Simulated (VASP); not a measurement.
# Be3Bi (P6_3/m) in VASP: notebook

Be3Bi is run at these levels: PBE; tasks: single point, relaxation of cell and atoms.

All numbers are computed with VASP 6.6.1; they aren't measurements. Logs are shortened: lines on timing, memory, paths and dates and some standing lists are left out, and cuts for length are marked.

## (1) The cell of the first run

The structure is hexagonal, space group P6_3/m (No. 176). The conventional cell has a = 6.254 Å, b = 6.254 Å, c = 3.579 Å, α = 90.00°, β = 90.00°, γ = 120.00°. Be (site symmetry m) has 6 Be at 2.20 Å and 1 Bi at 2.65 Å within 2.9 Å. Bi (site symmetry -6) has 9 Be at 2.65 to 3.10 Å and 2 Bi at 3.58 Å within 3.6 Å.

## (2) Single point, PBE

File INCAR:

```
SYSTEM = Be3Bi
PREC = Accurate ; ENCUT = 600
EDIFF = 1E-6 ; ISMEAR = 0
SIGMA = 0.1 ; LREAL = .FALSE.
LASPH = .TRUE. ; NELM = 120
ALGO = Normal ; ISIF = 2
LWAVE = .FALSE. ; LCHARG = .FALSE.
GGA = PE ; NBANDS = 31
GGA_COMPAT = .FALSE.
```

File KPOINTS:

```
regular mesh
0
G
  6 6 10
  0 0 0
```

File POSCAR:

```
Be3Bi
1.0
    6.2535231026      0.0000000000      0.0000000000
   -3.1267615513      5.4157098700      0.0000000000
    0.0000000000      0.0000000000      3.5790932696
Be Bi
6 2
Direct
    0.2102670899      0.1956088339      0.2500000000
    0.0146582560      0.2102670899      0.7500000000
    0.8043911661      0.0146582560      0.2500000000
    0.7897329101      0.8043911661      0.7500000000
    0.9853417440      0.7897329101      0.2500000000
    0.1956088339      0.9853417440      0.7500000000
    0.3333333333      0.6666666667      0.2500000000
    0.6666666667      0.3333333333      0.7500000000
```

Potentials or basis: VASP PAW PBE potentials, release 64 (Be, Bi_d).

Command:

```bash
> cat potpaw_PBE.64/Be/POTCAR potpaw_PBE.64/Bi_d/POTCAR > POTCAR
> mpirun -np 1 vasp_std > vasp.out
```

OUTCAR:

```text
SYSTEM = Be3Bi
   PREC = Accurate
   ENCUT = 600
   EDIFF = 1E-6
   ISMEAR = 0
   LREAL = .FALSE.
   LASPH = .TRUE.
   NELM = 120
   ISIF = 2
   GGA = PE

 ion  position               nearest neighbor table
   1  0.210  0.196  0.250-   6 2.20   6 2.20   2 2.20   2 2.20   5 2.20   3 2.20   7 2.65   8 3.10
                             8 3.10
   2  0.015  0.210  0.750-   3 2.20   3 2.20   1 2.20   1 2.20   4 2.20   6 2.20   8 2.65   7 3.10
                             7 3.10
   3  0.804  0.015  0.250-   4 2.20   4 2.20   2 2.20   2 2.20   5 2.20   1 2.20   7 2.65   8 3.10
                             8 3.10
   4  0.790  0.804  0.750-   3 2.20   3 2.20   5 2.20   5 2.20   2 2.20   6 2.20   8 2.65   7 3.10
                             7 3.10
   5  0.985  0.790  0.250-   6 2.20   6 2.20   4 2.20   4 2.20   1 2.20   3 2.20   7 2.65   8 3.10
                             8 3.10
   6  0.196  0.985  0.750-   1 2.20   1 2.20   5 2.20   5 2.20   2 2.20   4 2.20   8 2.65   7 3.10
                             7 3.10
   7  0.333  0.667  0.250-   5 2.65   3 2.65   1 2.65   6 3.10   6 3.10   2 3.10   2 3.10   4 3.10
                             4 3.10
   8  0.667  0.333  0.750-   2 2.65   6 2.65   4 2.65   3 3.10   3 3.10   5 3.10   5 3.10   1 3.10
                             1 3.10

  LATTYP: Found a hexagonal cell.
 ALAT       =     6.2535231026
 C/A-ratio  =     0.5723323015

  Lattice vectors:

 A1 = (   6.2535231026,   0.0000000000,   0.0000000000)
 A2 = (  -3.1267615513,   5.4157098700,   0.0000000000)
 A3 = (   0.0000000000,   0.0000000000,   3.5790932696)

Analysis of symmetry for initial positions (statically):
=====================================================================
 Subroutine PRICEL returns:
 Original cell was already a primitive cell.

 Routine SETGRP: Setting up the symmetry group for a
 hexagonal supercell.

 Subroutine GETGRP returns: Found 12 space group operations
 (whereof  6 operations were pure point group operations)
 out of a pool of 24 trial point group operations.

The static configuration has the point symmetry S_6 .
 The point group associated with its full space group is C_6h.

Analysis of symmetry for dynamics (positions and initial velocities):
=====================================================================
 Subroutine PRICEL returns:
 Original cell was already a primitive cell.

 Routine SETGRP: Setting up the symmetry group for a
 hexagonal supercell.

 Subroutine GETGRP returns: Found 12 space group operations
 (whereof  6 operations were pure point group operations)
 out of a pool of 24 trial point group operations.

The dynamic configuration has the point symmetry S_6 .
 The point group associated with its full space group is C_6h.

 Subroutine INISYM returns: Found 12 space group operations
 (whereof  6 operations are pure point group operations),
 and found     1 'primitive' translations

----------------------------------------------------------------------------------------

                                     Primitive cell

  volume of cell :     121.2141

  direct lattice vectors                    reciprocal lattice vectors
     6.253523103  0.000000000  0.000000000     0.159909859  0.092324000  0.000000000
    -3.126761551  5.415709870  0.000000000     0.000000000  0.184648001  0.000000000
     0.000000000  0.000000000  3.579093270     0.000000000  0.000000000  0.279400375

  length of vectors
     6.253523103  6.253523103  3.579093270     0.184648001  0.184648001  0.279400375

  position of ions in fractional coordinates (direct lattice)
     0.210267090  0.195608834  0.250000000
     0.014658256  0.210267090  0.750000000
     0.804391166  0.014658256  0.250000000
     0.789732910  0.804391166  0.750000000
     0.985341744  0.789732910  0.250000000
     0.195608834  0.985341744  0.750000000
     0.333333333  0.666666667  0.250000000
     0.666666667  0.333333333  0.750000000

  ion indices of the primitive-cell ions
   primitive index   ion index
                 1           1
                 2           2
                 3           3
                 4           4
                 5           5
                 6           6
                 7           7
                 8           8

----------------------------------------------------------------------------------------

 KPOINTS: regular mesh

Automatic generation of k-mesh.
 Grid dimensions read from file:
 generate k-points for:    6    6   10

 Generating k-lattice:

  Cartesian coordinates                     Fractional coordinates (reciprocal lattice)
     0.026651643  0.015387333  0.000000000     0.166666667  0.000000000  0.000000000
     0.000000000  0.030774667  0.000000000     0.000000000  0.166666667  0.000000000
     0.000000000  0.000000000  0.027940037     0.000000000  0.000000000  0.100000000

  Length of vectors
     0.030774667  0.030774667  0.027940037

  Shift w.r.t. Gamma in fractional coordinates (k-lattice)
     0.000000000  0.000000000  0.000000000

 Subroutine IBZKPT returns following result:
 ===========================================

 Found     48 irreducible k-points:

 Following reciprocal coordinates:
            Coordinates               Weight
  0.000000  0.000000  0.000000      1.000000
  0.166667 -0.000000  0.000000      6.000000
  0.333333  0.000000  0.000000      6.000000
  0.500000  0.000000  0.000000      3.000000
  0.166667  0.166667  0.000000      6.000000
  0.333333  0.166667  0.000000      6.000000
[... 16 lines left out ...]
 -0.333333  0.500000 -0.200000     12.000000
  0.333333  0.333333  0.200000      4.000000
 [... further k-points ...]
   k-points           NKPTS =     48   k-points in BZ     NKDIM =     48   number of bands    NBANDS=     31
   number of dos      NEDOS =    301   number of ions     NIONS =      8
   total plane-waves  NPLWV =  75000
   dimension x,y,z NGX =    50 NGY =   50 NGZ =   30
   dimension x,y,z NGXF=   100 NGYF=  100 NGZF=   60
   ions per type =               6   2
   NGX,Y,Z   is equivalent  to a cutoff of  13.29, 13.29, 13.93 a.u.
   NGXF,Y,Z  is equivalent  to a cutoff of  26.58, 26.58, 27.87 a.u.
 SYSTEM =  Be3Bi
   PREC   = accura    normal or accurate (medium, high low for compatibility)
   ISTART =      0    job   : 0-new  1-cont  2-samecut
   ICHARG =      2    charge: 1-file 2-atom 10-const
   ISPIN  =      1    spin polarized calculation?
   LNONCOLLINEAR =      F non collinear calculations
   LSORBIT =      F    spin-orbit coupling
   LASPH  =      T    aspherical Exc in radial PAW
   ENCUT  =  600.0 eV  44.10 Ry    6.64 a.u.  12.49 12.49  7.15*2*pi/ulx,y,z
   NELM   =    120;   NELMIN=  2; NELMDL= -5     # of ELM steps
   EDIFF  = 0.1E-05   stopping-criterion for ELM
   LREAL  =      F    real-space projection
[... 7 lines left out ...]
   TEBEG  =    0.0;   TEEND  =   0.0 temperature during run
   PSTRESS=    0.0 pullay stress
   NELECT =      42.0000    total number of electrons
   NUPDOWN=      -1.0000    fix difference up-down
   EMIN   =  10.00;   EMAX   =-10.00  energy-range for DOS
   EFERMI =   0.00;   METHOD = LEGACY
   ISMEAR =     0;   SIGMA  =   0.10  broadening in eV -4-tet -1-fermi 0-gaus
   EFERMI_NEDOS =   21; number of points for ismear=-14 and -15
   IALGO  =     38    algorithm
   IMIX   =      4    mixing-type and parameters
     AMIX     =   0.40;   BMIX     =  1.00
     AMIX_MAG =   1.60;   BMIX_MAG =  1.00
  volume/ion in A,a.u.               =      15.15       102.25
  Fermi-wavevector in a.u.,A,eV,Ry     =   1.149847  2.172897 17.988930  1.322149
  Thomas-Fermi vector in A             =   2.286515
   LORBIT       =      0    0 simple, 1 ext, 2 COOP (PROOUT), +10 PAW based schemes
   GGA     = PE    functional components
   LHFCALC =     F    Hartree Fock is set to
   AEXX    =    0.0000 exact exchange contribution
   IVDW    =     0    specifies the selected vdW correction
   LEPSILON=     F    determine dielectric tensor
   LRPA    =     F    only Hartree local field effects (RPA)
 non-spin polarized calculation
 Gauss-broadening in eV      SIGMA  =   0.10
  energy-cutoff  :      600.00
  volume of cell :      121.21
 maximum number of plane-waves:      4071
 NGX is ok and might be reduce to    50
   NGX = 25   NGY = 25   NGZ = 15

 number of electron      42.0000003 magnetization

 Free energy of the ion-electron system (eV)
  ---------------------------------------------------
  ext. energy  EPLUGINS =         0.00000000
  ---------------------------------------------------
  free energy    TOTEN  =       -26.37073173 eV

  energy without entropy =      -26.35840959  energy(sigma->0) =      -26.36457066

 E-fermi :   6.3954     XC(G=0): -10.0564

 val. band max:        6.3740717521   @ k =   0.0000   0.0000   0.2000
 cond. band min:       6.3997045252   @ k =   0.3333   0.0000   0.2000
 fundamental gap:      0.0256327731
 Fermi energy:         6.3954484725

 k-point     1 :       0.0000    0.0000    0.0000
  band No.  band energies     occupation
      1     -16.4630      2.00000
      2     -16.4543      2.00000
      3     -16.3635      2.00000
      4     -16.3635      2.00000
      5     -16.3572      2.00000
      6     -16.3572      2.00000
[... 23 lines left out ...]
     30      12.0043      0.00000
     31      12.4602      0.00000

 k-point     2 :       0.1667   -0.0000    0.0000
  band No.  band energies     occupation
      1     -16.4625      2.00000
      2     -16.4548      2.00000
      3     -16.3639      2.00000
      4     -16.3626      2.00000
      5     -16.3611      2.00000
      6     -16.3599      2.00000
[... 23 lines left out ...]
     30      11.5691      0.00000
     31      12.0077      0.00000

 k-point     3 :       0.3333    0.0000    0.0000
  band No.  band energies     occupation
      1     -16.4611      2.00000
      2     -16.4561      2.00000
      3     -16.3655      2.00000
      4     -16.3647      2.00000
      5     -16.3634      2.00000
      6     -16.3606      2.00000
[... 703 lines left out ...]
     30      12.3574      0.00000
     31      12.7856      0.00000

 k-point    24 :       0.3333    0.3333    0.2000
  band No.  band energies     occupation
      1     -16.4196      2.00000
      2     -16.4196      2.00000
      3     -16.3778      2.00000
      4     -16.3699      2.00000
      5     -16.3669      2.00000
      6     -16.3669      2.00000
[... 23 lines left out ...]
     30      13.0617      0.00000
     31      13.0618      0.00000

 [... further k-points ...]

------------------------ aborting loop because EDIFF is reached ----------------------------------------

  FORCE on cell =-STRESS in cart. coord.  units (eV):
  Direction    XX          YY          ZZ          XY          YZ          ZX
  --------------------------------------------------------------------------------------
  -------------------------------------------------------------------------------------
  Total        0.0582072      0.0582072      0.0725058     -0.0000006      0.0000000      0.0000000
  in kB        0.7693674      0.7693674      0.9583637     -0.0000076      0.0000000      0.0000000
  external PRESSURE =       0.8323661 kB  Pullay stress =       0.0000000 kB

 VOLUME and BASIS-vectors are now :
 -----------------------------------------------------------------------------
  energy-cutoff  :      600.00
  volume of cell :      121.21
      direct lattice vectors                 reciprocal lattice vectors
     6.253523103  0.000000000  0.000000000     0.159909859  0.092324000  0.000000000
    -3.126761551  5.415709870  0.000000000     0.000000000  0.184648001  0.000000000
     0.000000000  0.000000000  3.579093270     0.000000000  0.000000000  0.279400375

 POSITION                                       TOTAL-FORCE (eV/Angst)
 -----------------------------------------------------------------------------------
      0.70329      1.05936      0.89477         0.008408      0.004822     -0.000000
     -0.56579      1.13875      2.68432         0.000028      0.009692     -0.000000
      4.98445      0.07938      0.89477        -0.008380      0.004870     -0.000000
      2.42347      4.35635      2.68432        -0.008408     -0.004822      0.000000
      3.69255      4.27696      0.89477        -0.000028     -0.009692     -0.000000
     -1.85768      5.33633      2.68432         0.008380     -0.004870     -0.000000
     -0.00000      3.61047      0.89477         0.000000      0.000000      0.000000
      3.12676      1.80524      2.68432         0.000000      0.000000      0.000000
 -----------------------------------------------------------------------------------
    total drift:                               -0.000000      0.000000     -0.000000

  FREE ENERGIE OF THE ION-ELECTRON SYSTEM (eV)
  ---------------------------------------------------
  free  energy   TOTEN  =       -26.3707317347 eV

  energy  without entropy=      -26.3584095870  energy(sigma->0) =      -26.36457066
```

Run time: 3.5 min. Hardware: 1 thread of Oxide Virtual Turin-like, shared host; peak memory 0.33 GiB.

What came out:

```yaml
Free_energy: -26.3707 eV
Pressure: 0.1 GPa
Largest_force: 0.010 eV/Å
Band_gap_on_the_k_mesh: zero (bands 21 and 22 overlap by 3.91 eV)
```

Forces on the atoms (eV/Å):
```
Be   0.008  0.005  0.000
Be   0.000  0.010  0.000
Be  -0.008  0.005  0.000
Be  -0.008 -0.005  0.000
Be   0.000 -0.010  0.000
Be   0.008 -0.005  0.000
Bi   0.000  0.000  0.000
Bi   0.000  0.000  0.000
```

Caveat: spin-orbit coupling is left out, which moves the levels of the heavy elements.

## (3) Relaxation of cell and atoms, PBE

This run uses another cell than the first one, of 15.21 Å³/atom.

File INCAR:

```
ALGO = Normal
EDIFF = 1E-7
EDIFFG = -0.01
ENCUT = 600
GGA = PE
GGA_COMPAT = F
IBRION = 2
ISIF = 3
ISMEAR = 0
LASPH = T
LCHARG = F
LREAL = F
LWAVE = F
NELM = 120
NELMIN = 4
NSW = 100
PREC = Accurate
SIGMA = 0.1
```

File KPOINTS:

```
k-points
0
Gamma
  6 6 10
```

File POSCAR:

```
Be3Bi
1.0
    6.2768455995      0.0000000000      0.0000000000
   -3.1384227997      5.4359077448      0.0000000000
    0.0000000000      0.0000000000      3.5670012798
Be Bi
6 2
Direct
    0.2087328044      0.1949322693      0.2500000000
    0.0138005351      0.2087328044      0.7500000000
    0.8050677307      0.0138005351      0.2500000000
    0.7912671956      0.8050677307      0.7500000000
    0.9861994649      0.7912671956      0.2500000000
    0.1949322693      0.9861994649      0.7500000000
    0.3333333333      0.6666666667      0.2500000000
    0.6666666667      0.3333333333      0.7500000000
```

Potentials or basis: VASP PAW PBE potentials, release 64 (Be, Bi_d).

Command:

```bash
> cat potpaw_PBE.64/Be/POTCAR potpaw_PBE.64/Bi_d/POTCAR > POTCAR
> mpirun -np 1 vasp_std > vasp.out
```

It took 10 min on 1 thread of Oxide Virtual Turin-like, shared host; peak memory 0.33 GiB.

Results (log left out):

* Free energy: -26.3706 eV
* Relaxed volume: 15.17 Å³/atom
* Relaxed cell: a = 6.256 Å, b = 6.256 Å, c = 3.580 Å, α = 90.00°, β = 90.00°, γ = 120.00°
* Space group after relaxing (to 0.1 Å): P6_3/m (No. 176)
* Energy gained by relaxing: 0.2 meV/atom
* Ionic steps: 6
* Pressure after relaxing: 0.0 GPa
* Largest force after relaxing: 0.009 eV/Å
* Band gap on the k mesh: zero (bands 21 and 22 overlap by 3.90 eV)

Forces in eV/Å, atoms in the order of the input:
```
Be   0.007 -0.006  0.000
Be   0.008  0.003  0.000
Be   0.002  0.009  0.000
Be  -0.007  0.006  0.000
Be  -0.008 -0.003  0.000
Be  -0.002 -0.009  0.000
Bi   0.000  0.000  0.000
Bi   0.000  0.000  0.000
```

Step by step:
```
step  energy change (eV)  largest force (eV/Å)  pressure (GPa)  volume (Å³)
   1              0.0000                0.0448           -0.01       121.71
   2             -0.0007                0.0289           -0.06       121.69
   3             -0.0015                0.0126           -0.16       121.64
   4             -0.0016                0.0110            0.06       121.24
   5             -0.0016                0.0107            0.00       121.35
   6             -0.0017                0.0087            0.00       121.35
```

Final structure:
```
CELL_PARAMETERS angstrom
6.25622 0.00000 0.00000
-3.12811 5.41804 0.00000
0.00000 0.00000 3.57997
ATOMIC_POSITIONS crystal
Be 0.21001 0.19607 0.25000
Be 0.01394 0.21001 0.75000
Be 0.80393 0.01394 0.25000
Be 0.78999 0.80393 0.75000
Be 0.98606 0.78999 0.25000
Be 0.19607 0.98606 0.75000
Bi 0.33333 0.66667 0.25000
Bi 0.66667 0.33333 0.75000
```

Levels at points of the mesh, in eV from the Fermi level:
```
           k point  band 18  band 19  band 20  band 21  band 22  band 23  band 24  band 25  band 26
(0.00, 0.00, 0.00)    -1.92     1.77     2.30     2.30     2.58     2.58     2.60     2.82     3.55
(0.50, 0.00, 0.00)    -1.47    -0.60    -0.43     0.35     0.70     2.49     2.66     2.92     3.50
(0.00, 0.00, 0.50)    -3.47    -3.32    -3.32    -1.15    -1.15    -1.15    -1.15     4.54     4.54
(0.50, 0.00, 0.50)    -3.69    -1.19    -1.19    -0.73    -0.73     0.96     0.96     2.13     2.13
```

Caveat: spin-orbit coupling is left out, which moves the levels of the heavy elements.

The gap in the log of VASP goes by the Fermi energy; the results here count the filled bands.